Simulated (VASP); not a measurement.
# SnO in VASP: single point with PBE+D3(BJ)

Aim: the single point of SnO with PBE+D3(BJ).

All numbers are computed with VASP 6.6.1; they aren't measurements. Logs are shortened: lines on timing, memory, paths and dates and some standing lists are left out, and cuts for length are marked.

## Step 1: The cell of the first run

The cell holds a slab with vacuum, 8 atoms: a = 3.821 Å, b = 3.821 Å, c = 22.228 Å, α = 90.00°, β = 90.00°, γ = 90.00°.

## Step 2: Single point, PBE+D3(BJ)

The input, INCAR:

```
ALGO     = Normal         # electronic algorithm
DIPOL    = 0.5 0.5 0.401
EDIFF    = 1E-6           # SCF threshold, eV
ENCUT    = 520            # plane-wave cutoff, eV
GGA      = PE             # functional
IDIPOL   = 3            
ISIF     = 2              # what is computed and relaxed
ISMEAR   = 0              # smearing method
IVDW     = 12             # dispersion correction
LASPH    = True           # aspherical terms in the spheres
LCHARG   = False          # write CHGCAR
LDIPOL   = True         
LREAL    = False          # projectors in reciprocal space
LWAVE    = False          # write WAVECAR
NBANDS   = 50             # bands
NELM     = 80             # most SCF steps
PREC     = Accurate       # precision mode
SIGMA    = 0.05           # smearing width, eV
```

The input, KPOINTS:

```
k-points
0
Gamma
  7 7 1
```

The input, POSCAR:

```
SnO
1.0
    3.8206509079      0.0000053603      0.0000000000
   -0.0000052472      3.8206509079      0.0000000000
    0.0000000000      0.0000000000     22.2280089981
Sn O
4 4
Direct
    0.9998502662      0.9998502662      0.2024472817
    0.4998491692      0.4998491692      0.3087997895
    0.4998491692      0.4998491692      0.4932517573
    0.9998502662      0.9998502662      0.5996042650
    0.9998512723      0.4998508145      0.2556235141
    0.4998508145      0.9998512723      0.2556235141
    0.4998481630      0.9998486208      0.5464279896
    0.9998486208      0.4998481630      0.5464279896
```

Potentials or basis: VASP PAW PBE potentials, release 64 (Sn_d, O).

Launch:

```console
$ cat potpaw_PBE.64/Sn_d/POTCAR potpaw_PBE.64/O/POTCAR > POTCAR
$ mpirun -np 1 vasp_std > vasp.out
```

OUTCAR:

```text
EDIFF = 1E-6
   ENCUT = 520
   GGA = PE
   ISIF = 2
   ISMEAR = 0
   IVDW = 12
   LASPH = True
   LREAL = False
   NELM = 80
   PREC = Accurate
 IVDW          = 12

 ion  position               nearest neighbor table
   1  1.000  1.000  0.202-   5 2.25   6 2.25   5 2.25   6 2.25   2 3.59   2 3.59   2 3.59   2 3.59

   2  0.500  0.500  0.309-   6 2.25   5 2.25   6 2.25   5 2.25   1 3.59   1 3.59   1 3.59   1 3.59

   3  0.500  0.500  0.493-   7 2.25   8 2.25   7 2.25   8 2.25   4 3.59   4 3.59   4 3.59   4 3.59

   4  1.000  1.000  0.600-   8 2.25   7 2.25   8 2.25   7 2.25   3 3.59   3 3.59   3 3.59   3 3.59

   5  1.000  0.500  0.256-   2 2.25   1 2.25   1 2.25   2 2.25
   6  0.500  1.000  0.256-   2 2.25   1 2.25   1 2.25   2 2.25
   7  0.500  1.000  0.546-   4 2.25   3 2.25   3 2.25   4 2.25
   8  1.000  0.500  0.546-   4 2.25   3 2.25   3 2.25   4 2.25

  LATTYP: Found a simple tetragonal cell.
 ALAT       =     3.8206509079
 C/A-ratio  =     5.8178591905

  Lattice vectors:

 A1 = (   3.8206509079,   0.0000053603,   0.0000000000)
 A2 = (  -0.0000052472,   3.8206509079,   0.0000000000)
 A3 = (   0.0000000000,   0.0000000000,  22.2280089981)

Analysis of symmetry for initial positions (statically):
=====================================================================
 Subroutine PRICEL returns:
 Original cell was already a primitive cell.

 Routine SETGRP: Setting up the symmetry group for a
 simple tetragonal supercell.

 Subroutine GETGRP returns: Found 16 space group operations
 (whereof  2 operations were pure point group operations)
 out of a pool of 16 trial point group operations.

The static configuration has the point symmetry C_1h.
 The point group associated with its full space group is D_4h.

Analysis of symmetry for dynamics (positions and initial velocities):
=====================================================================
 Subroutine PRICEL returns:
 Original cell was already a primitive cell.

 Routine SETGRP: Setting up the symmetry group for a
 simple tetragonal supercell.

 Subroutine GETGRP returns: Found 16 space group operations
 (whereof  2 operations were pure point group operations)
 out of a pool of 16 trial point group operations.

The dynamic configuration has the point symmetry C_1h.
 The point group associated with its full space group is D_4h.

 Subroutine INISYM returns: Found 16 space group operations
 (whereof  2 operations are pure point group operations),
 and found     1 'primitive' translations

----------------------------------------------------------------------------------------

                                     Primitive cell

  volume of cell :     324.4705

  direct lattice vectors                    reciprocal lattice vectors
     3.820650908  0.000005360  0.000000000     0.261735506  0.000000359  0.000000000
    -0.000005247  3.820650908  0.000000000    -0.000000367  0.261735506  0.000000000
     0.000000000  0.000000000 22.228008998     0.000000000  0.000000000  0.044988285

  length of vectors
     3.820650908  3.820650908 22.228008998     0.261735506  0.261735506  0.044988285

  position of ions in fractional coordinates (direct lattice)
     0.999850266  0.999850266  0.202447282
     0.499849169  0.499849169  0.308799790
     0.499849169  0.499849169  0.493251757
     0.999850266  0.999850266  0.599604265
     0.999851272  0.499850815  0.255623514
     0.499850815  0.999851272  0.255623514
     0.499848163  0.999848621  0.546427990
     0.999848621  0.499848163  0.546427990

  ion indices of the primitive-cell ions
   primitive index   ion index
                 1           1
                 2           2
                 3           3
                 4           4
                 5           5
                 6           6
                 7           7
                 8           8

----------------------------------------------------------------------------------------

 KPOINTS: k-points

Automatic generation of k-mesh.
 Grid dimensions read from file:
 generate k-points for:    7    7    1

 Generating k-lattice:

  Cartesian coordinates                     Fractional coordinates (reciprocal lattice)
     0.037390787  0.000000051  0.000000000     0.142857143  0.000000000  0.000000000
    -0.000000052  0.037390787  0.000000000     0.000000000  0.142857143  0.000000000
     0.000000000  0.000000000  0.044988285     0.000000000  0.000000000  1.000000000

  Length of vectors
     0.037390787  0.037390787  0.044988285

  Shift w.r.t. Gamma in fractional coordinates (k-lattice)
     0.000000000  0.000000000  0.000000000

 Subroutine IBZKPT returns following result:
 ===========================================

 Found     10 irreducible k-points:

 Following reciprocal coordinates:
            Coordinates               Weight
  0.000000  0.000000  0.000000      1.000000
  0.142857  0.000000  0.000000      4.000000
  0.285714  0.000000  0.000000      4.000000
  0.428571  0.000000  0.000000      4.000000
  0.142857  0.142857  0.000000      4.000000
  0.285714  0.142857  0.000000      8.000000
  0.428571  0.142857  0.000000      8.000000
  0.285714  0.285714  0.000000      4.000000
  0.428571  0.285714  0.000000      8.000000
  0.428571  0.428571  0.000000      4.000000
   k-points           NKPTS =     10   k-points in BZ     NKDIM =     10   number of bands    NBANDS=     50
   number of dos      NEDOS =    301   number of ions     NIONS =      8
   total plane-waves  NPLWV = 131712
   dimension x,y,z NGX =    28 NGY =   28 NGZ =  168
   dimension x,y,z NGXF=    56 NGYF=   56 NGZF=  336
   ions per type =               4   4
   NGX,Y,Z   is equivalent  to a cutoff of  12.18, 12.18, 12.56 a.u.
   NGXF,Y,Z  is equivalent  to a cutoff of  24.37, 24.37, 25.13 a.u.
 SYSTEM =  unknown system
   PREC   = accura    normal or accurate (medium, high low for compatibility)
   ISTART =      0    job   : 0-new  1-cont  2-samecut
   ICHARG =      2    charge: 1-file 2-atom 10-const
   ISPIN  =      1    spin polarized calculation?
   LNONCOLLINEAR =      F non collinear calculations
   LSORBIT =      F    spin-orbit coupling
   LASPH  =      T    aspherical Exc in radial PAW
   ENCUT  =  520.0 eV  38.22 Ry    6.18 a.u.   7.10  7.10 41.33*2*pi/ulx,y,z
   NELM   =     80;   NELMIN=  2; NELMDL= -5     # of ELM steps
   EDIFF  = 0.1E-05   stopping-criterion for ELM
   LREAL  =      F    real-space projection
   EDIFFG = 0.1E-04   stopping-criterion for IOM
   NSW    =      0    number of steps for IOM
   IBRION =     -1    ionic relax: 0-MD 1-quasi-New 2-CG
   NFREE  =      0    steps in history (QN), initial steepest desc. (CG)
   ISIF   =      2    stress and relaxation
   ISYM   =      2    0-nonsym 1-usesym 2-fastsym
   POTIM  = 0.5000    time-step for ionic-motion
   TEBEG  =    0.0;   TEEND  =   0.0 temperature during run
   PSTRESS=    0.0 pullay stress
   NELECT =      80.0000    total number of electrons
   NUPDOWN=      -1.0000    fix difference up-down
   EMIN   =  10.00;   EMAX   =-10.00  energy-range for DOS
   EFERMI =   0.00;   METHOD = LEGACY
   ISMEAR =     0;   SIGMA  =   0.05  broadening in eV -4-tet -1-fermi 0-gaus
   EFERMI_NEDOS =   21; number of points for ismear=-14 and -15
   IALGO  =     38    algorithm
   IMIX   =      4    mixing-type and parameters
     AMIX     =   0.40;   BMIX     =  1.00
     AMIX_MAG =   1.60;   BMIX_MAG =  1.00
  volume/ion in A,a.u.               =      40.56       273.70
  Fermi-wavevector in a.u.,A,eV,Ry     =   1.026549  1.939897 14.337861  1.053803
  Thomas-Fermi vector in A             =   2.160448
   LORBIT       =      0    0 simple, 1 ext, 2 COOP (PROOUT), +10 PAW based schemes
   GGA     = PE    functional components
   LHFCALC =     F    Hartree Fock is set to
   AEXX    =    0.0000 exact exchange contribution
   IVDW    =    12    specifies the selected vdW correction
   LEPSILON=     F    determine dielectric tensor
   LRPA    =     F    only Hartree local field effects (RPA)
 non-spin polarized calculation
 Gauss-broadening in eV      SIGMA  =   0.05
  energy-cutoff  :      520.00
  volume of cell :      324.47
 maximum number of plane-waves:      8769
   NGX = 15   NGY = 15   NGZ = 83

 dipolmoment           0.000000      0.000000     -0.000006 electrons x Angstroem

 number of electron      79.9999971 magnetization

 dipolmoment           0.000000      0.000000      0.000007 electrons x Angstroem

 Free energy of the ion-electron system (eV)
  ---------------------------------------------------
  ext. energy  EPLUGINS =         0.00000000
  ---------------------------------------------------
  free energy    TOTEN  =       -45.09720844 eV

  energy without entropy =      -45.09720844  energy(sigma->0) =      -45.09720844

 E-fermi :   0.1715     XC(G=0):  -5.2953

 val. band max:       -0.1334572338   @ k =   0.1429   0.1429   0.0000
 cond. band min:       2.1762748191   @ k =   0.4286   0.0000   0.0000
 fundamental gap:      2.3097320529
 Fermi energy:         0.1714822025

 k-point     1 :       0.0000    0.0000    0.0000
  band No.  band energies     occupation
      1     -21.0354      2.00000
      2     -21.0352      2.00000
      3     -20.6761      2.00000
      4     -20.6760      2.00000
      5     -20.6398      2.00000
      6     -20.6398      2.00000
[... 42 lines left out ...]
     49       5.2483      0.00000
     50       5.2483      0.00000

 k-point     2 :       0.1429    0.0000    0.0000
  band No.  band energies     occupation
      1     -21.0265      2.00000
      2     -21.0263      2.00000
      3     -20.6768      2.00000
      4     -20.6766      2.00000
      5     -20.6415      2.00000
      6     -20.6405      2.00000
[... 416 lines left out ...]
 k-point    10 :       0.4286    0.4286    0.0000
  band No.  band energies     occupation
      1     -20.9774      2.00000
      2     -20.9765      2.00000
      3     -20.9635      2.00000
      4     -20.9626      2.00000
      5     -20.6431      2.00000
      6     -20.6428      2.00000
[... 42 lines left out ...]
     49       5.8507      0.00000
     50       5.9905      0.00000

------------------------ aborting loop because EDIFF is reached ----------------------------------------

 vacuum level on the upper side and lower side of the slab       (xc-potential included)        -0.142        -0.139

 Edisp (eV)   -1.24421

 E8    (eV) :    -0.5497

  FORCE on cell =-STRESS in cart. coord.  units (eV):
  Direction    XX          YY          ZZ          XY          YZ          ZX
  --------------------------------------------------------------------------------------
  -------------------------------------------------------------------------------------
  Total       0.25970     0.25970     0.73269     0.00000     0.00000     0.00000
  in kB       1.28235     1.28235     3.61789     0.00000     0.00000     0.00000
  external pressure =        2.06 kB  Pullay stress =        0.00 kB

 VOLUME and BASIS-vectors are now :
 -----------------------------------------------------------------------------
  energy-cutoff  :      520.00
  volume of cell :      324.47
      direct lattice vectors                 reciprocal lattice vectors
     3.820650908  0.000005360  0.000000000     0.261735506  0.000000359  0.000000000
    -0.000005247  3.820650908  0.000000000    -0.000000367  0.261735506  0.000000000
     0.000000000  0.000000000 22.228008998     0.000000000  0.000000000  0.044988285

 POSITION                                       TOTAL-FORCE (eV/Angst)
 -----------------------------------------------------------------------------------
      3.82007      3.82008      4.50000        -0.000000      0.000000     -0.072745
      1.90975      1.90975      6.86400         0.000000      0.000000     -0.040900
      1.90975      1.90975     10.96400        -0.000000     -0.000000      0.040900
      3.82007      3.82008     13.32801        -0.000000      0.000000      0.072745
      3.82008      1.90976      5.68200        -0.000000     -0.000000     -0.005820
      1.90975      3.82009      5.68200        -0.000000     -0.000000     -0.005820
      1.90974      3.82008     12.14601         0.000000      0.000000      0.005820
      3.82007      1.90975     12.14601        -0.000000      0.000000      0.005820
 -----------------------------------------------------------------------------------
    total drift:                                0.013532      0.013532      0.003452

  FREE ENERGIE OF THE ION-ELECTRON SYSTEM (eV)
  ---------------------------------------------------
  free  energy   TOTEN  =       -46.3414159698 eV

  energy  without entropy=      -46.3414159698  energy(sigma->0) =      -46.34141597

 vacuum level on the upper side and lower side of the slab         4.822         4.827
```

Wall time 2.1 min (1 thread of Intel Xeon 6975P-C (Granite Rapids), shared host); peak memory 0.4 GiB.

Results:

| Quantity | Value |
| --- | --- |
| Free energy | -46.3414 eV |
| Largest force | 0.073 eV/Å |
| Band gap on the k mesh | 2.31 eV (least direct gap 2.52 eV) |
| Dispersion energy per atom | -0.156 eV |

Forces on the atoms (eV/Å):
```
Sn   0.000  0.000 -0.073
Sn   0.000  0.000 -0.041
Sn   0.000  0.000  0.041
Sn   0.000  0.000  0.073
O    0.000  0.000 -0.006
O    0.000  0.000 -0.006
O    0.000  0.000  0.006
O    0.000  0.000  0.006
```

Levels at points of the mesh, in eV from the valence-band top:
```
           k point  band 37  band 38  band 39  band 40  band 41  band 42  band 43  band 44
(0.00, 0.00, 0.00)    -1.99    -1.99    -0.71    -0.05     2.47     2.81     2.82     3.83
```

Caveat: spin-orbit coupling is left out, which moves the levels of the heavy elements.
